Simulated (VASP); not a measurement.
# Sr (Cmcm) in VASP: notebook

The runs below take Sr through single point, with PBEsol.

Everything below comes from runs of VASP 6.6.1. Logs are shortened: lines on timing, memory, paths and dates and some standing lists are left out, and cuts for length are marked.

### 1 The cell of the first run

The structure is orthorhombic, space group Cmcm (No. 63). Conventional cell: a = 3.894 Å, b = 7.278 Å, c = 7.360 Å, α = 90.00°, β = 90.00°, γ = 90.00°. Within 5.1 Å of Sr (site symmetry m2m) lie 12 Sr at 3.89 to 4.41 Å.

### 2 Single point, PBEsol

INCAR reads:

```
SYSTEM = Sr
PREC = Accurate
ENCUT = 520
EDIFF = 1E-6
ISMEAR = 0
SIGMA = 0.15
LREAL = .FALSE.
LASPH = .TRUE.
NELM = 100
ALGO = Fast
ISIF = 2
LWAVE = .FALSE.
LCHARG = .FALSE.
GGA = PS
NBANDS = 17
```

KPOINTS reads:

```
Automatic mesh
0
G
  12 12 8
  0 0 0
```

POSCAR reads:

```
Sr
1.0
    3.8937884075      0.0000000000      0.0000000000
   -1.9468942037      3.6387507070      0.0000000000
    0.0000000000      0.0000000000      7.3600234723
Sr
2
Direct
    0.3333333333      0.6666666667      0.2500000000
    0.6666666667      0.3333333333      0.7500000000
```

Potentials or basis: VASP PAW PBE potentials, release 64 (Sr_sv).

Run with:

```bash
$ cat potpaw_PBE.64/Sr_sv/POTCAR > POTCAR
$ mpirun -np 1 vasp_std > vasp.out
```

OUTCAR:

```text
SYSTEM = Sr
   PREC = Accurate
   ENCUT = 520
   EDIFF = 1E-6
   ISMEAR = 0
   LREAL = .FALSE.
   LASPH = .TRUE.
   NELM = 100
   ISIF = 2
   GGA = PS

 ion  position               nearest neighbor table
   1  0.333  0.667  0.250-   2 4.34   2 4.34   2 4.34   2 4.34   2 4.41   2 4.41
   2  0.667  0.333  0.750-   1 4.34   1 4.34   1 4.34   1 4.34   1 4.41   1 4.41

  LATTYP: Found a base centered orthorhombic cell.
 ALAT       =     3.8937884075
 B/A-ratio  =     1.8690027943
 C/A-ratio  =     1.8901960513

  Lattice vectors:

 A1 = (   1.9468942037,  -3.6387507070,   0.0000000000)
 A2 = (   1.9468942038,   3.6387507070,   0.0000000000)
 A3 = (   0.0000000000,   0.0000000000,   7.3600234723)

Analysis of symmetry for initial positions (statically):
=====================================================================
 Subroutine PRICEL returns:
 Original cell was already a primitive cell.

 Routine SETGRP: Setting up the symmetry group for a
 base centered orthorhombic supercell.

 Subroutine GETGRP returns: Found  8 space group operations
 (whereof  4 operations were pure point group operations)
 out of a pool of  8 trial point group operations.

The static configuration has the point symmetry C_2h.
 The point group associated with its full space group is D_2h.

Analysis of symmetry for dynamics (positions and initial velocities):
=====================================================================
 Subroutine PRICEL returns:
 Original cell was already a primitive cell.

 Routine SETGRP: Setting up the symmetry group for a
 base centered orthorhombic supercell.

 Subroutine GETGRP returns: Found  8 space group operations
 (whereof  4 operations were pure point group operations)
 out of a pool of  8 trial point group operations.

The dynamic configuration has the point symmetry C_2h.
 The point group associated with its full space group is D_2h.

 Subroutine INISYM returns: Found  8 space group operations
 (whereof  4 operations are pure point group operations),
 and found     1 'primitive' translations

----------------------------------------------------------------------------------------

                                     Primitive cell

  volume of cell :     104.2807

  direct lattice vectors                    reciprocal lattice vectors
     3.893788408  0.000000000  0.000000000     0.256819297  0.137409798  0.000000000
    -1.946894204  3.638750707  0.000000000     0.000000000  0.274819596  0.000000000
     0.000000000  0.000000000  7.360023472     0.000000000  0.000000000  0.135869132

  length of vectors
     3.893788408  4.126851554  7.360023472     0.291268954  0.274819596  0.135869132

  position of ions in fractional coordinates (direct lattice)
     0.333333333  0.666666667  0.250000000
     0.666666667  0.333333333  0.750000000

  ion indices of the primitive-cell ions
   primitive index   ion index
                 1           1
                 2           2

----------------------------------------------------------------------------------------

 KPOINTS: Automatic mesh

Automatic generation of k-mesh.
 Grid dimensions read from file:
 generate k-points for:   12   12    8

 Generating k-lattice:

  Cartesian coordinates                     Fractional coordinates (reciprocal lattice)
     0.021401608  0.011450817  0.000000000     0.083333333  0.000000000  0.000000000
     0.000000000  0.022901633  0.000000000     0.000000000  0.083333333  0.000000000
     0.000000000  0.000000000  0.016983641     0.000000000  0.000000000  0.125000000

  Length of vectors
     0.024272413  0.022901633  0.016983641

  Shift w.r.t. Gamma in fractional coordinates (k-lattice)
     0.000000000  0.000000000  0.000000000

 Subroutine IBZKPT returns following result:
 ===========================================

 Found    215 irreducible k-points:

 Following reciprocal coordinates:
            Coordinates               Weight
  0.000000  0.000000  0.000000      1.000000
  0.083333  0.000000  0.000000      4.000000
  0.166667  0.000000  0.000000      4.000000
  0.250000  0.000000  0.000000      4.000000
  0.333333  0.000000  0.000000      4.000000
  0.416667 -0.000000  0.000000      4.000000
[... 16 lines left out ...]
  0.333333  0.166667  0.000000      4.000000
  0.416667  0.166667  0.000000      4.000000
 [... further k-points ...]
   k-points           NKPTS =    215   k-points in BZ     NKDIM =    215   number of bands    NBANDS=     17
   number of dos      NEDOS =    301   number of ions     NIONS =      2
   total plane-waves  NPLWV =  53760
   dimension x,y,z NGX =    30 NGY =   32 NGZ =   56
   dimension x,y,z NGXF=    60 NGYF=   64 NGZF=  112
   ions per type =               2
   NGX,Y,Z   is equivalent  to a cutoff of  12.81, 12.89, 12.65 a.u.
   NGXF,Y,Z  is equivalent  to a cutoff of  25.62, 25.78, 25.30 a.u.
 SYSTEM =  Sr
   PREC   = accura    normal or accurate (medium, high low for compatibility)
   ISTART =      0    job   : 0-new  1-cont  2-samecut
   ICHARG =      2    charge: 1-file 2-atom 10-const
   ISPIN  =      1    spin polarized calculation?
   LNONCOLLINEAR =      F non collinear calculations
   LSORBIT =      F    spin-orbit coupling
   LASPH  =      T    aspherical Exc in radial PAW
   ENCUT  =  520.0 eV  38.22 Ry    6.18 a.u.   7.24  7.67 13.68*2*pi/ulx,y,z
   NELM   =    100;   NELMIN=  2; NELMDL= -5     # of ELM steps
   EDIFF  = 0.1E-05   stopping-criterion for ELM
   LREAL  =      F    real-space projection
   EDIFFG = 0.1E-04   stopping-criterion for IOM
   NSW    =      0    number of steps for IOM
   IBRION =     -1    ionic relax: 0-MD 1-quasi-New 2-CG
   NFREE  =      0    steps in history (QN), initial steepest desc. (CG)
   ISIF   =      2    stress and relaxation
   ISYM   =      2    0-nonsym 1-usesym 2-fastsym
   POTIM  = 0.5000    time-step for ionic-motion
   TEBEG  =    0.0;   TEEND  =   0.0 temperature during run
   PSTRESS=    0.0 pullay stress
   NELECT =      20.0000    total number of electrons
   NUPDOWN=      -1.0000    fix difference up-down
   EMIN   =  10.00;   EMAX   =-10.00  energy-range for DOS
   EFERMI =   0.00;   METHOD = LEGACY
   ISMEAR =     0;   SIGMA  =   0.15  broadening in eV -4-tet -1-fermi 0-gaus
   EFERMI_NEDOS =   21; number of points for ismear=-14 and -15
   IALGO  =     68    algorithm
   IMIX   =      4    mixing-type and parameters
     AMIX     =   0.40;   BMIX     =  1.00
     AMIX_MAG =   1.60;   BMIX_MAG =  1.00
  volume/ion in A,a.u.               =      52.14       351.86
  Fermi-wavevector in a.u.,A,eV,Ry     =   0.944098  1.784086 12.127148  0.891320
  Thomas-Fermi vector in A             =   2.071869
   LORBIT       =      0    0 simple, 1 ext, 2 COOP (PROOUT), +10 PAW based schemes
   GGA     = PS    functional components
   LHFCALC =     F    Hartree Fock is set to
   AEXX    =    0.0000 exact exchange contribution
   IVDW    =     0    specifies the selected vdW correction
   LEPSILON=     F    determine dielectric tensor
   LRPA    =     F    only Hartree local field effects (RPA)
 non-spin polarized calculation
 RMM-DIIS sequential band-by-band and
 Gauss-broadening in eV      SIGMA  =   0.15
  energy-cutoff  :      520.00
  volume of cell :      104.28
 maximum number of plane-waves:      2833
 NGX is ok and might be reduce to    30

 number of electron      20.0000000 magnetization

 Free energy of the ion-electron system (eV)
  ---------------------------------------------------
  ext. energy  EPLUGINS =         0.00000000
  ---------------------------------------------------
  free energy    TOTEN  =        -3.60071249 eV

  energy without entropy =       -3.57244455  energy(sigma->0) =       -3.58657852

 E-fermi :   1.6297     XC(G=0):  -7.5961

 val. band max:        1.6276766257   @ k =   0.2500   0.3333   0.2500
 cond. band min:       1.6318775444   @ k =   0.2500   0.3333   0.1250
 fundamental gap:      0.0042009186
 Fermi energy:         1.6296879255

 k-point     1 :       0.0000    0.0000    0.0000
  band No.  band energies     occupation
      1     -34.7809      2.00000
      2     -34.7703      2.00000
      3     -16.8578      2.00000
      4     -16.6835      2.00000
      5     -16.6816      2.00000
      6     -16.6666      2.00000
[... 9 lines left out ...]
     16       4.8447      0.00000
     17       5.3122      0.00000

 k-point     2 :       0.0833    0.0000    0.0000
  band No.  band energies     occupation
      1     -34.7792      2.00000
      2     -34.7689      2.00000
      3     -16.8521      2.00000
      4     -16.6915      2.00000
      5     -16.6816      2.00000
      6     -16.6811      2.00000
[... 9 lines left out ...]
     16       4.6976      0.00000
     17       5.2754      0.00000

 k-point     3 :       0.1667    0.0000    0.0000
  band No.  band energies     occupation
      1     -34.7744      2.00000
      2     -34.7651      2.00000
      3     -16.8361      2.00000
      4     -16.7420      2.00000
      5     -16.7260      2.00000
      6     -16.6985      2.00000
[... 9 lines left out ...]
     16       4.6713      0.00000
     17       4.7747      0.00000

 k-point     4 :       0.2500    0.0000    0.0000
  band No.  band energies     occupation
      1     -34.7678      2.00000
      2     -34.7600      2.00000
      3     -16.8171      2.00000
      4     -16.8126      2.00000
      5     -16.8004      2.00000
      6     -16.7158      2.00000
[... 9 lines left out ...]
     16       4.6183      0.00000
     17       4.9495      0.00000
[... 343 lines left out ...]
      1     -34.7615      2.00000
      2     -34.7560      2.00000
      3     -16.8574      2.00000
      4     -16.8414      2.00000
      5     -16.7824      2.00000
      6     -16.7658      2.00000
[... 9 lines left out ...]
     16       4.7564      0.00000
     17       5.6478      0.00000

 k-point    23 :       0.3333    0.1667    0.0000
  band No.  band energies     occupation
      1     -34.7560      2.00000
      2     -34.7525      2.00000
      3     -16.9099      2.00000
      4     -16.8878      2.00000
      5     -16.7827      2.00000
      6     -16.7581      2.00000
[... 9 lines left out ...]
     16       5.2157      0.00000
     17       5.7397      0.00000

 k-point    24 :       0.4167    0.1667    0.0000
  band No.  band energies     occupation
      1     -34.7528      2.00000
      2     -34.7508      2.00000
      3     -16.9431      2.00000
      4     -16.9226      2.00000
      5     -16.7794      2.00000
      6     -16.7535      2.00000
[... 9 lines left out ...]
     16       5.4380      0.00000
     17       5.8741      0.00000

 [... further k-points ...]

------------------------ aborting loop because EDIFF is reached ----------------------------------------

  FORCE on cell =-STRESS in cart. coord.  units (eV):
  Direction    XX          YY          ZZ          XY          YZ          ZX
  --------------------------------------------------------------------------------------
  -------------------------------------------------------------------------------------
  Total        1.4252795      0.0578877     -1.1197003      0.0000000     -0.0000000      0.0000000
  in kB       21.8981176      0.8893916    -17.2031717      0.0000000     -0.0000000      0.0000000
  external PRESSURE =       1.8614458 kB  Pullay stress =       0.0000000 kB

 VOLUME and BASIS-vectors are now :
 -----------------------------------------------------------------------------
  energy-cutoff  :      520.00
  volume of cell :      104.28
      direct lattice vectors                 reciprocal lattice vectors
     3.893788408  0.000000000  0.000000000     0.256819297  0.137409798  0.000000000
    -1.946894204  3.638750707  0.000000000     0.000000000  0.274819596  0.000000000
     0.000000000  0.000000000  7.360023472     0.000000000  0.000000000  0.135869132

 POSITION                                       TOTAL-FORCE (eV/Angst)
 -----------------------------------------------------------------------------------
     -0.00000      2.42583      1.84001         0.000000      0.049679      0.000000
      1.94689      1.21292      5.52002        -0.000000     -0.049679      0.000000
 -----------------------------------------------------------------------------------
    total drift:                               -0.000000      0.000000     -0.000000

  FREE ENERGIE OF THE ION-ELECTRON SYSTEM (eV)
  ---------------------------------------------------
  free  energy   TOTEN  =        -3.6007124938 eV

  energy  without entropy=       -3.5724445457  energy(sigma->0) =       -3.58657852
```

Run time: 3 min. Hardware: 1 thread of Intel Xeon 6975P-C (Granite Rapids), shared host; peak memory 0.46 GiB.

What came out:

```yaml
Free_energy: -3.6007 eV
Pressure: 0.2 GPa
Largest_force: 0.050 eV/Å
Band_gap_on_the_k_mesh: zero (bands 10 and 11 overlap by 0.41 eV)
```

Forces in eV/Å, atoms in the order of the input:
```
Sr   0.000  0.050  0.000
Sr   0.000 -0.050  0.000
```

Levels at points of the mesh, in eV from the Fermi level:
| k point | band 6 | band 7 | band 8 | band 9 | band 10 | band 11 | band 12 | band 13 | band 14 | band 15 |
| --- | --- | --- | --- | --- | --- | --- | --- | --- | --- | --- |
| (0.00, 0.00, 0.00) | -18.30 | -18.29 | -18.28 | -3.69 | -1.46 | -0.19 | 1.81 | 2.10 | 2.41 | 2.95 |
| (0.50, 0.00, 0.00) | -18.38 | -18.35 | -18.33 | -0.86 | -0.35 | 0.03 | 0.45 | 1.25 | 1.81 | 2.53 |
| (0.00, 0.50, 0.00) | -18.34 | -18.33 | -18.31 | -1.10 | -0.55 | -0.03 | 0.32 | 1.10 | 1.52 | 3.05 |
| (0.00, 0.00, 0.50) | -18.30 | -18.28 | -18.28 | -2.85 | -2.85 | 0.95 | 0.95 | 2.17 | 2.17 | 2.97 |
| (0.50, 0.00, 0.50) | -18.37 | -18.35 | -18.35 | -0.71 | -0.71 | 0.47 | 0.47 | 1.34 | 1.34 | 3.27 |
| (0.00, 0.50, 0.50) | -18.36 | -18.33 | -18.33 | -0.88 | -0.88 | 0.25 | 0.25 | 1.18 | 1.18 | 3.76 |

Caveat: the cell differs from its parent crystal (strain +e along x and -e along y -0.0367, strain +e along z and -e/2 along x and y +0.0700); the PAW data sets were made with another functional, which shifts forces and pressure a little.

### 3 Single point, PBEsol

This run uses another cell than the first one, of the same volume but with other edges.

INCAR reads:

```
SYSTEM = Sr
ALGO = Fast
EDIFF = 1E-7
ENCUT = 520
GGA = PS
ISIF = 2
ISMEAR = 0
LASPH = .True.
LCHARG = .False.
LREAL = .False.
LWAVE = .False.
NBANDS = 17
NELM = 100
PREC = Accurate
SIGMA = 0.15
```

KPOINTS reads:

```
k-points
0
Gamma
  12 12 8
  0 0 0
```

POSCAR reads:

```
Sr
1.0
    4.1874059756      0.0000000000      0.0000000000
   -2.0937029878      3.8930309800      0.0000000000
    0.0000000000      0.0000000000      6.3970297469
Sr
2
Direct
    0.3333333333      0.6666666667      0.2500000000
    0.6666666667      0.3333333333      0.7500000000
```

Potentials or basis: VASP PAW PBE potentials, release 64 (Sr_sv).

Run with:

```bash
$ cat potpaw_PBE.64/Sr_sv/POTCAR > POTCAR
$ mpirun -np 1 vasp_std > vasp.out
```

Wall time 3.1 min (1 thread of Intel Xeon 6975P-C (Granite Rapids), shared host); peak memory 0.46 GiB.

It converged, with:

| Quantity | Value |
| --- | --- |
| Free energy | -3.6149 eV |
| Pressure | 0.2 GPa |
| Largest force | 0.099 eV/Å |
| Band gap on the k mesh | zero (bands 10 and 11 overlap by 0.29 eV) |

Forces on the atoms (eV/Å):
```
Sr   0.000  0.099  0.000
Sr   0.000 -0.099  0.000
```

Stress tensor (GPa, compression positive):
```
 0.15  0.00  0.00
 0.00 -1.16  0.00
 0.00  0.00  1.67
```

Levels at points of the mesh, in eV from the Fermi level:
```csv
k point,band 7,band 8,band 9,band 10,band 11,band 12,band 13,band 14
"(0.00, 0.00, 0.00)",-18.32,-18.32,-3.74,-0.92,0.60,1.85,2.48,2.54
"(0.50, 0.00, 0.00)",-18.41,-18.35,-1.19,-0.54,0.11,0.14,1.58,1.87
"(0.00, 0.50, 0.00)",-18.39,-18.33,-1.44,-0.77,0.11,0.15,1.51,2.12
"(0.00, 0.00, 0.50)",-18.35,-18.35,-2.60,-2.60,1.63,1.63,1.81,1.81
"(0.50, 0.00, 0.50)",-18.38,-18.38,-0.81,-0.81,0.35,0.35,1.50,1.50
"(0.00, 0.50, 0.50)",-18.37,-18.37,-0.98,-0.98,0.14,0.14,1.47,1.47
```

Caveat: the cell differs from its parent crystal (strain +e along x and -e along y -0.0367, strain +e along z and -e/2 along x and y -0.0700); the PAW data sets were made with another functional, which shifts forces and pressure a little.

[end of part 1 of 2]
